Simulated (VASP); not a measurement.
Here is a VASP 6.6.1 calculation.

Contents of INCAR:

```
PREC = Accurate ; ENCUT = 520
EDIFF = 1E-6 ; ISMEAR = -1
SIGMA = 0.01 ; LREAL = F
LASPH = T ; NELM = 100
ALGO = Normal ; ISIF = 2
LWAVE = F ; LCHARG = F
GGA = CA ; NBANDS = 16
```

KPOINTS

```
Automatic mesh
0
Gamma
  9 9 6
```

Contents of POSCAR:

```
Se
1.0
    3.9534579885      0.0000000000      0.0000000000
   -1.9767289943      3.4237950508      0.0000000000
    0.0000000000      0.0000000000      5.1205317866
Se
3
Direct
    0.2543546533      1.0000000000      0.3333333333
    1.0000000000      0.2543546533      0.6666666667
    0.7456453467      0.7456453467      1.0000000000
```

Potentials or basis: VASP PAW LDA potentials, release 64 (Se).

The run is started by

```console
$ cat potpaw_LDA.64/Se/POTCAR > POTCAR
$ mpirun -np 1 vasp_std > vasp.out
```

Task: Predict the largest force.

Result: 0.052 eV/Å.

Task: Predict the pressure.

Result: 0.2 GPa.

Task: What does it give for the band gap on the k mesh?

Result: 0.28 eV, direct.

Forces on the atoms (eV/Å):
```
Se   0.052  0.000  0.000
Se  -0.026  0.045  0.000
Se  -0.026 -0.045  0.000
```

A k mesh can miss the band edges.
